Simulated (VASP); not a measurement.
# KMgF3 (Pm-3m) in VASP: notebook

The runs below take KMgF3 through single point, with r2SCAN.

All numbers are computed with VASP 6.6.1; they aren't measurements. Logs are shortened: lines on timing, memory, paths and dates and some standing lists are left out, and cuts for length are marked.

## Step 1: The cell of the first run

Symmetry: Pm-3m, No. 221, cubic system. The conventional cell has a = 3.899 Å, b = 3.899 Å, c = 3.899 Å, α = 90.00°, β = 90.00°, γ = 90.00°. K (site symmetry m-3m) has 12 F at 2.76 Å and 8 Mg at 3.38 Å within 3.6 Å. Within 2.6 Å of Mg (site symmetry m-3m) lie 6 F at 1.95 Å. F (site symmetry 4/mmm) has 2 Mg at 1.95 Å within 2.6 Å.

## Step 2: Single point, r2SCAN (volume changed by -6%)

Input file POSCAR:

```
KMgF3
1.0
    3.8989863836      0.0000000000      0.0000000000
    0.0000000000      3.8989863836      0.0000000000
    0.0000000000      0.0000000000      3.8989863836
K Mg F
1 1 3
Direct
    0.0000000000      0.0000000000      0.0000000000
    0.5000000000      0.5000000000      0.5000000000
    0.5000000000      0.5000000000      0.0000000000
    0.5000000000      0.0000000000      0.5000000000
    0.0000000000      0.5000000000      0.5000000000
```

Input file INCAR.step1:

```
SYSTEM = KMgF3
ALGO = Normal
EDIFF = 1E-4
ENCUT = 520
GGA = PE
ISMEAR = 0
LASPH = .TRUE.
LCHARG = .FALSE.
LREAL = .FALSE.
LWAVE = .TRUE.
NBANDS = 24
NELM = 60
PREC = Accurate
SIGMA = 0.01
```

Input file INCAR.step2:

```
SYSTEM = KMgF3
ALGO = Normal
EDIFF = 1E-6
ENCUT = 520
ISIF = 2
ISMEAR = 0
ISTART = 1
LASPH = .TRUE.
LCHARG = .FALSE.
LMIXTAU = .TRUE.
LREAL = .FALSE.
LWAVE = .FALSE.
METAGGA = R2SCAN
NBANDS = 24
NELM = 60
PREC = Accurate
SIGMA = 0.01
```

Input file KPOINTS:

```
k-points
0
G
  6 6 6
  0 0 0
```

Potentials or basis: VASP PAW PBE potentials, release 64 (K_sv, Mg, F).

Started as:

```
$ cat potpaw_PBE.64/K_sv/POTCAR potpaw_PBE.64/Mg/POTCAR potpaw_PBE.64/F/POTCAR > POTCAR
$ cp INCAR.step1 INCAR
$ mpirun -np 1 vasp_std > vasp.out
$ cp INCAR.step2 INCAR
$ mpirun -np 1 vasp_std > vasp.out
```

OUTCAR:

```text
SYSTEM = KMgF3
   EDIFF = 1E-6
   ENCUT = 520
   ISIF = 2
   ISMEAR = 0
   ISTART = 1
   LASPH = .TRUE.
   LREAL = .FALSE.
   METAGGA = R2SCAN
   NELM = 60
   PREC = Accurate

 ion  position               nearest neighbor table
   1  0.000  0.000  0.000-   3 2.76   4 2.76   5 2.76   4 2.76   5 2.76   3 2.76   5 2.76   5 2.76
                             3 2.76   4 2.76   4 2.76   3 2.76   2 3.38   2 3.38   2 3.38   2 3.38
   2  0.500  0.500  0.500-   3 1.95   4 1.95   5 1.95   3 1.95   4 1.95   5 1.95   1 3.38   1 3.38
                             1 3.38   1 3.38   1 3.38   1 3.38   1 3.38   1 3.38
   3  0.500  0.500  0.000-   2 1.95   2 1.95   1 2.76   1 2.76   1 2.76   1 2.76
   4  0.500  0.000  0.500-   2 1.95   2 1.95   1 2.76   1 2.76   1 2.76   1 2.76
   5  0.000  0.500  0.500-   2 1.95   2 1.95   1 2.76   1 2.76   1 2.76   1 2.76

  LATTYP: Found a simple cubic cell.
 ALAT       =     3.8989863836

  Lattice vectors:

 A1 = (   3.8989863836,   0.0000000000,   0.0000000000)
 A2 = (   0.0000000000,   3.8989863836,   0.0000000000)
 A3 = (   0.0000000000,   0.0000000000,   3.8989863836)

Analysis of symmetry for initial positions (statically):
=====================================================================
 Subroutine PRICEL returns:
 Original cell was already a primitive cell.

 Routine SETGRP: Setting up the symmetry group for a
 simple cubic supercell.

 Subroutine GETGRP returns: Found 48 space group operations
 (whereof 48 operations were pure point group operations)
 out of a pool of 48 trial point group operations.

The static configuration has the point symmetry O_h .

Analysis of symmetry for dynamics (positions and initial velocities):
=====================================================================
 Subroutine PRICEL returns:
 Original cell was already a primitive cell.

 Routine SETGRP: Setting up the symmetry group for a
 simple cubic supercell.

 Subroutine GETGRP returns: Found 48 space group operations
 (whereof 48 operations were pure point group operations)
 out of a pool of 48 trial point group operations.

The dynamic configuration has the point symmetry O_h .

 Subroutine INISYM returns: Found 48 space group operations
 (whereof 48 operations are pure point group operations),
 and found     1 'primitive' translations

----------------------------------------------------------------------------------------

                                     Primitive cell

[... 92 lines left out ...]
   LREAL  =      F    real-space projection
   EDIFFG = 0.1E-04   stopping-criterion for IOM
   NSW    =      0    number of steps for IOM
   IBRION =     -1    ionic relax: 0-MD 1-quasi-New 2-CG
   NFREE  =      0    steps in history (QN), initial steepest desc. (CG)
   ISIF   =      2    stress and relaxation
   ISYM   =      2    0-nonsym 1-usesym 2-fastsym
   POTIM  = 0.5000    time-step for ionic-motion
   TEBEG  =    0.0;   TEEND  =   0.0 temperature during run
   PSTRESS=    0.0 pullay stress
   NELECT =      32.0000    total number of electrons
   NUPDOWN=      -1.0000    fix difference up-down
   EMIN   =  10.00;   EMAX   =-10.00  energy-range for DOS
   EFERMI =   0.00;   METHOD = LEGACY
   ISMEAR =     0;   SIGMA  =   0.01  broadening in eV -4-tet -1-fermi 0-gaus
   EFERMI_NEDOS =   21; number of points for ismear=-14 and -15
   IALGO  =     38    algorithm
   IMIX   =      4    mixing-type and parameters
     AMIX     =   0.40;   BMIX     =  1.00
     AMIX_MAG =   1.60;   BMIX_MAG =  1.00
  volume/ion in A,a.u.               =      11.85        80.00
  Fermi-wavevector in a.u.,A,eV,Ry     =   1.333030  2.519061 24.177114  1.776968
  Thomas-Fermi vector in A             =   2.461919
   LORBIT       =      0    0 simple, 1 ext, 2 COOP (PROOUT), +10 PAW based schemes
   METAGGA = R2SCAN    functional components
   LHFCALC =     F    Hartree Fock is set to
   AEXX    =    0.0000 exact exchange contribution
   IVDW    =     0    specifies the selected vdW correction
   LEPSILON=     F    determine dielectric tensor
   LRPA    =     F    only Hartree local field effects (RPA)
 non-spin polarized calculation
 Gauss-broadening in eV      SIGMA  =   0.01
  energy-cutoff  :      520.00
  volume of cell :       59.27
 maximum number of plane-waves:      1628
 NGX is ok and might be reduce to    30
   NGX = 15   NGY = 15   NGZ = 15

 number of electron      32.0000001 magnetization

 Free energy of the ion-electron system (eV)
  ---------------------------------------------------
  ext. energy  EPLUGINS =         0.00000000
  ---------------------------------------------------
  free energy    TOTEN  =       -37.35926756 eV

  energy without entropy =      -37.35926756  energy(sigma->0) =      -37.35926756

 E-fermi :  -1.8135     XC(G=0): -10.5644

 val. band max:       -1.8722628824   @ k =   0.5000   0.5000   0.5000
 cond. band min:       6.9198811774   @ k =   0.0000   0.0000   0.0000
 fundamental gap:      8.7921440598
 Fermi energy:        -1.8135141984

 k-point     1 :       0.0000    0.0000    0.0000
  band No.  band energies     occupation
      1     -28.3464      2.00000
      2     -23.2923      2.00000
      3     -22.5742      2.00000
      4     -22.5742      2.00000
      5     -11.0823      2.00000
      6     -11.0823      2.00000
[... 529 lines left out ...]
     23      15.0743      0.00000
     24      15.0743      0.00000

------------------------ aborting loop because EDIFF is reached ----------------------------------------

  FORCE on cell =-STRESS in cart. coord.  units (eV):
  Direction    XX          YY          ZZ          XY          YZ          ZX
  --------------------------------------------------------------------------------------
  -------------------------------------------------------------------------------------
  Total        1.8436122      1.8436122      1.8436122      0.0000000      0.0000000     -0.0000000
  in kB       49.8339133     49.8339133     49.8339133      0.0000000      0.0000000     -0.0000000
  external PRESSURE =      49.8339133 kB  Pullay stress =       0.0000000 kB

 VOLUME and BASIS-vectors are now :
 -----------------------------------------------------------------------------
  energy-cutoff  :      520.00
  volume of cell :       59.27
      direct lattice vectors                 reciprocal lattice vectors
     3.898986384  0.000000000  0.000000000     0.256476915  0.000000000  0.000000000
     0.000000000  3.898986384  0.000000000     0.000000000  0.256476915  0.000000000
     0.000000000  0.000000000  3.898986384     0.000000000  0.000000000  0.256476915

 POSITION                                       TOTAL-FORCE (eV/Angst)
 -----------------------------------------------------------------------------------
      0.00000      0.00000      0.00000         0.000000      0.000000      0.000000
      1.94949      1.94949      1.94949         0.000000      0.000000      0.000000
      1.94949      1.94949      0.00000         0.000000      0.000000      0.000000
      1.94949      0.00000      1.94949         0.000000      0.000000      0.000000
      0.00000      1.94949      1.94949         0.000000      0.000000      0.000000
 -----------------------------------------------------------------------------------
    total drift:                                0.000000      0.000000     -0.000000

  FREE ENERGIE OF THE ION-ELECTRON SYSTEM (eV)
  ---------------------------------------------------
  free  energy   TOTEN  =       -37.3592675612 eV

  energy  without entropy=      -37.3592675612  energy(sigma->0) =      -37.35926756
```

OUTCAR.step1:

```text
SYSTEM = KMgF3
   EDIFF = 1E-4
   ENCUT = 520
   GGA = PE
   ISMEAR = 0
[... 768 lines left out ...]
      1.94949      1.94949      1.94949         0.000000      0.000000      0.000000
      1.94949      1.94949      0.00000         0.000000      0.000000      0.000000
      1.94949      0.00000      1.94949         0.000000      0.000000      0.000000
      0.00000      1.94949      1.94949         0.000000      0.000000      0.000000
 -----------------------------------------------------------------------------------
    total drift:                                0.000000      0.000000     -0.000000

  FREE ENERGIE OF THE ION-ELECTRON SYSTEM (eV)
  ---------------------------------------------------
  free  energy   TOTEN  =       -24.2460655262 eV

  energy  without entropy=      -24.2460655262  energy(sigma->0) =      -24.24606553
```

Run time: 54 s. Hardware: 1 thread of Intel Xeon 6975P-C (Granite Rapids), shared host; peak memory 0.18 GiB.

Results:

| Property | Result |
| --- | --- |
| Free energy | -37.3593 eV |
| Pressure | 5.0 GPa |
| Band gap on the k mesh | 8.79 eV, indirect (least direct gap 9.11 eV) |

Levels at points of the mesh, in eV from the valence-band top:
```csv
k point,band 14,band 15,band 16,band 17,band 18,band 19
"(0.00, 0.00, 0.00)",-0.32,-0.32,-0.32,8.79,10.93,10.93
"(0.50, 0.00, 0.00)",-0.94,-0.57,-0.57,11.45,12.08,12.19
"(0.50, 0.50, 0.00)",-0.95,-0.95,-0.02,12.26,12.87,14.08
"(0.50, 0.50, 0.50)",0.00,0.00,0.00,11.64,11.64,11.64
```

Caveat: the PAW data sets were made with another functional, which shifts forces and pressure a little. A k mesh can miss the band edges.

## Step 3: Single point, r2SCAN (volume changed by -3%)

POSCAR, as its differences from that of step 2:

```diff
@@ -2,5 +2,5 @@
 1.0
-    3.8989863836      0.0000000000      0.0000000000
-    0.0000000000      3.8989863836      0.0000000000
-    0.0000000000      0.0000000000      3.8989863836
+    3.9400313618      0.0000000000      0.0000000000
+    0.0000000000      3.9400313618      0.0000000000
+    0.0000000000      0.0000000000      3.9400313618
 K Mg F
```

Input file INCAR.step1:

```
SYSTEM = KMgF3
ALGO = Normal ; EDIFF = 1E-4
ENCUT = 520 ; GGA = PE
ISMEAR = 0 ; LASPH = .TRUE.
LCHARG = .FALSE. ; LREAL = .FALSE.
LWAVE = .TRUE. ; NBANDS = 24
NELM = 80 ; PREC = Accurate
SIGMA = 0.01
```

Input file INCAR.step2:

```
SYSTEM = KMgF3
ALGO = Normal ; EDIFF = 1E-6
ENCUT = 520 ; ISIF = 2
ISMEAR = 0 ; ISTART = 1
LASPH = .TRUE. ; LCHARG = .FALSE.
LMIXTAU = .TRUE. ; LREAL = .FALSE.
LWAVE = .FALSE. ; METAGGA = R2SCAN
NBANDS = 24 ; NELM = 80
PREC = Accurate ; SIGMA = 0.01
```

KPOINTS is that of step 2.

Potentials or basis: VASP PAW PBE potentials, release 64 (K_sv, Mg, F).

Started as:

```
$ cat potpaw_PBE.64/K_sv/POTCAR potpaw_PBE.64/Mg/POTCAR potpaw_PBE.64/F/POTCAR > POTCAR
$ cp INCAR.step1 INCAR
$ mpirun -np 1 vasp_std > vasp.out
$ cp INCAR.step2 INCAR
$ mpirun -np 1 vasp_std > vasp.out
```

OUTCAR:

```text
SYSTEM = KMgF3
   EDIFF = 1E-6
   ENCUT = 520
   ISIF = 2
   ISMEAR = 0
   ISTART = 1
   LASPH = .TRUE.
   LREAL = .FALSE.
   METAGGA = R2SCAN
   NELM = 80
   PREC = Accurate

 ion  position               nearest neighbor table
   1  0.000  0.000  0.000-   3 2.79   4 2.79   5 2.79   4 2.79   5 2.79   3 2.79   5 2.79   5 2.79
                             3 2.79   4 2.79   4 2.79   3 2.79   2 3.41   2 3.41   2 3.41   2 3.41
   2  0.500  0.500  0.500-   3 1.97   4 1.97   5 1.97   3 1.97   4 1.97   5 1.97   1 3.41   1 3.41
                             1 3.41   1 3.41   1 3.41   1 3.41   1 3.41   1 3.41
   3  0.500  0.500  0.000-   2 1.97   2 1.97   1 2.79   1 2.79   1 2.79   1 2.79
   4  0.500  0.000  0.500-   2 1.97   2 1.97   1 2.79   1 2.79   1 2.79   1 2.79
   5  0.000  0.500  0.500-   2 1.97   2 1.97   1 2.79   1 2.79   1 2.79   1 2.79

  LATTYP: Found a simple cubic cell.
 ALAT       =     3.9400313618

  Lattice vectors:

 A1 = (   3.9400313618,   0.0000000000,   0.0000000000)
 A2 = (   0.0000000000,   3.9400313618,   0.0000000000)
 A3 = (   0.0000000000,   0.0000000000,   3.9400313618)

Analysis of symmetry for initial positions (statically):
=====================================================================
 Subroutine PRICEL returns:
 Original cell was already a primitive cell.

 Routine SETGRP: Setting up the symmetry group for a
 simple cubic supercell.

 Subroutine GETGRP returns: Found 48 space group operations
 (whereof 48 operations were pure point group operations)
 out of a pool of 48 trial point group operations.

The static configuration has the point symmetry O_h .

Analysis of symmetry for dynamics (positions and initial velocities):
=====================================================================
 Subroutine PRICEL returns:
 Original cell was already a primitive cell.

 Routine SETGRP: Setting up the symmetry group for a
 simple cubic supercell.

 Subroutine GETGRP returns: Found 48 space group operations
[... 124 lines left out ...]
     AMIX_MAG =   1.60;   BMIX_MAG =  1.00
  volume/ion in A,a.u.               =      12.23        82.55
  Fermi-wavevector in a.u.,A,eV,Ry     =   1.319143  2.492818 23.676011  1.740138
  Thomas-Fermi vector in A             =   2.449062
   LORBIT       =      0    0 simple, 1 ext, 2 COOP (PROOUT), +10 PAW based schemes
   METAGGA = R2SCAN    functional components
   LHFCALC =     F    Hartree Fock is set to
   AEXX    =    0.0000 exact exchange contribution
   IVDW    =     0    specifies the selected vdW correction
   LEPSILON=     F    determine dielectric tensor
   LRPA    =     F    only Hartree local field effects (RPA)
 non-spin polarized calculation
 Gauss-broadening in eV      SIGMA  =   0.01
  energy-cutoff  :      520.00
  volume of cell :       61.16
 maximum number of plane-waves:      1664
 NGX is ok and might be reduce to    30
   NGX = 15   NGY = 15   NGZ = 15

 number of electron      31.9999967 magnetization

 Free energy of the ion-electron system (eV)
  ---------------------------------------------------
  ext. energy  EPLUGINS =         0.00000000
  ---------------------------------------------------
  free energy    TOTEN  =       -37.40381633 eV

  energy without entropy =      -37.40381633  energy(sigma->0) =      -37.40381633

 E-fermi :  -1.9605     XC(G=0): -10.3923

 val. band max:       -2.0398537834   @ k =   0.5000   0.5000   0.5000
 cond. band min:       6.4882015024   @ k =   0.0000   0.0000   0.0000
 fundamental gap:      8.5280552859
 Fermi energy:        -1.9604652630

 k-point     1 :       0.0000    0.0000    0.0000
  band No.  band energies     occupation
      1     -28.5711      2.00000
      2     -23.3733      2.00000
      3     -22.6970      2.00000
      4     -22.6970      2.00000
      5     -11.3027      2.00000
      6     -11.3027      2.00000
[... 529 lines left out ...]
     23      14.5570      0.00000
     24      14.5570      0.00000

------------------------ aborting loop because EDIFF is reached ----------------------------------------

  FORCE on cell =-STRESS in cart. coord.  units (eV):
  Direction    XX          YY          ZZ          XY          YZ          ZX
  --------------------------------------------------------------------------------------
  -------------------------------------------------------------------------------------
  Total        0.7496868      0.7496868      0.7496868     -0.0000000      0.0000000     -0.0000000
  in kB       19.6377367     19.6377367     19.6377367     -0.0000000      0.0000000     -0.0000000
  external PRESSURE =      19.6377367 kB  Pullay stress =       0.0000000 kB

 VOLUME and BASIS-vectors are now :
 -----------------------------------------------------------------------------
  energy-cutoff  :      520.00
  volume of cell :       61.16
      direct lattice vectors                 reciprocal lattice vectors
     3.940031362  0.000000000  0.000000000     0.253805086  0.000000000  0.000000000
     0.000000000  3.940031362  0.000000000     0.000000000  0.253805086  0.000000000
     0.000000000  0.000000000  3.940031362     0.000000000  0.000000000  0.253805086

 POSITION                                       TOTAL-FORCE (eV/Angst)
 -----------------------------------------------------------------------------------
      0.00000      0.00000      0.00000         0.000000      0.000000      0.000000
      1.97002      1.97002      1.97002         0.000000      0.000000      0.000000
      1.97002      1.97002      0.00000         0.000000      0.000000      0.000000
      1.97002      0.00000      1.97002         0.000000      0.000000      0.000000
      0.00000      1.97002      1.97002         0.000000      0.000000      0.000000
 -----------------------------------------------------------------------------------
    total drift:                                0.000000      0.000000     -0.000000

  FREE ENERGIE OF THE ION-ELECTRON SYSTEM (eV)
  ---------------------------------------------------
  free  energy   TOTEN  =       -37.4038163254 eV

  energy  without entropy=      -37.4038163254  energy(sigma->0) =      -37.40381633
```

OUTCAR.step1:

```text
SYSTEM = KMgF3
   EDIFF = 1E-4
   ENCUT = 520
   GGA = PE
   ISMEAR = 0
[... 768 lines left out ...]
      1.97002      1.97002      1.97002         0.000000      0.000000      0.000000
      1.97002      1.97002      0.00000         0.000000      0.000000      0.000000
      1.97002      0.00000      1.97002         0.000000      0.000000      0.000000
      0.00000      1.97002      1.97002         0.000000      0.000000      0.000000
 -----------------------------------------------------------------------------------
    total drift:                                0.000000      0.000000     -0.000000

  FREE ENERGIE OF THE ION-ELECTRON SYSTEM (eV)
  ---------------------------------------------------
  free  energy   TOTEN  =       -24.3445162859 eV

  energy  without entropy=      -24.3445162859  energy(sigma->0) =      -24.34451629
```

Wall time 64 s (1 thread of Intel Xeon 6975P-C (Granite Rapids), shared host); peak memory 0.18 GiB.

Results:

| Item | Value |
| --- | --- |
| Free energy | -37.4038 eV |
| Pressure | 2.0 GPa |
| Band gap on the k mesh | 8.53 eV, indirect (least direct gap 8.85 eV) |

Levels at points of the mesh, in eV from the valence-band top:
| k point | band 13 | band 14 | band 15 | band 16 | band 17 | band 18 | band 19 | band 20 |
| --- | --- | --- | --- | --- | --- | --- | --- | --- |
| (0.00, 0.00, 0.00) | -0.67 | -0.32 | -0.32 | -0.32 | 8.53 | 10.89 | 10.89 | 13.26 |
| (0.50, 0.00, 0.00) | -0.90 | -0.90 | -0.55 | -0.55 | 11.24 | 11.84 | 11.99 | 13.88 |
| (0.50, 0.50, 0.00) | -1.10 | -0.92 | -0.92 | -0.02 | 12.08 | 12.72 | 13.94 | 13.94 |
| (0.50, 0.50, 0.50) | -1.15 | 0.00 | 0.00 | 0.00 | 11.52 | 11.52 | 11.52 | 15.16 |

Caveat: the PAW data sets were made with another functional, which shifts forces and pressure a little. A k mesh can miss the band edges.
